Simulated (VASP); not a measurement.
C, 2 atoms in the cell. It takes space group Fd-3m (No. 227, cubic). Conventional cell: a = 3.532 Å, b = 3.532 Å, c = 3.532 Å, α = 90.00°, β = 90.00°, γ = 90.00°. Within 2.0 Å of C (site symmetry -43m) lie 4 C at 1.53 Å. 

- Program: VASP 6.6.1
- Task: single point
- Functional: LDA
- Potentials or basis: VASP PAW LDA potentials, release 64 (C)
- Cutoff: 520 eV
- k mesh: 10 × 10 × 10
- Occupations: gaussian, width 0.01 eV
- Spin: no spin polarisation
- Dipole correction: no
- Further INCAR settings: ALGO = Normal; EDIFF = 1e-07; NBANDS = 11

Potentials or basis: VASP PAW LDA potentials, release 64 (C).

Run with:

```sh
$ cat potpaw_LDA.64/C/POTCAR > POTCAR
$ mpirun -np 1 vasp_std > vasp.out
```

Hardware: 1 thread of Intel(R) Xeon(R) 6975P-C (Granite Rapids), on a shared host.

**Question.** How long does it take, and how much memory?

**Answer.** Run time: 2.3 s on 1 thread of Intel(R) Xeon(R) 6975P-C (Granite Rapids), with other jobs on the host, peak memory 0.1 GiB. Counts: scf iterations 11, k points 47.
